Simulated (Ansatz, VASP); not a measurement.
**Bi: VASP beside Ansatz**

```
Bi
1.0
     4.53900   -0.06809   -0.06809
    -2.32846    3.96493   -0.02492
    -0.17744   -0.17744   11.82900
Bi
2
Direct
  0.33333 0.66667 0.25000
  0.66667 0.33333 0.75000
```

Change from the starting cell: equal xy, yz and zx shear strains of -3 %, crystal datasets.

Alike in both runs: task electric field gradients; functional PBE; k mesh 9 × 9 × 3; occupations fermi-dirac, width 0.03 eV; no spin polarisation.

```csv
,VASP,Ansatz
version,VASP 6.6.1,Ansatz 0.2.0
potentials or method,"VASP PAW PBE potentials, release 64 (Bi_d), cutoff 520 eV","all-electron PAW with datasets made for the crystal, scalar-relativistic"
```

Ansatz gave:

- pressure (GPa): -3.3
- traceless stress, the component that is largest in VASP (GPa): 2.94
- size of Vzz on the site where it differs most (V/Å²): 132.3

Task: Estimate VASP's values.

Result: Pressure (GPa): -3.3; traceless stress, the component that is largest in VASP (GPa): 2.94; size of Vzz on the site where it differs most (V/Å²): 139.7.

Ansatz ran all-electron here, and VASP with PAW potentials.

Spin-orbit coupling is off throughout.
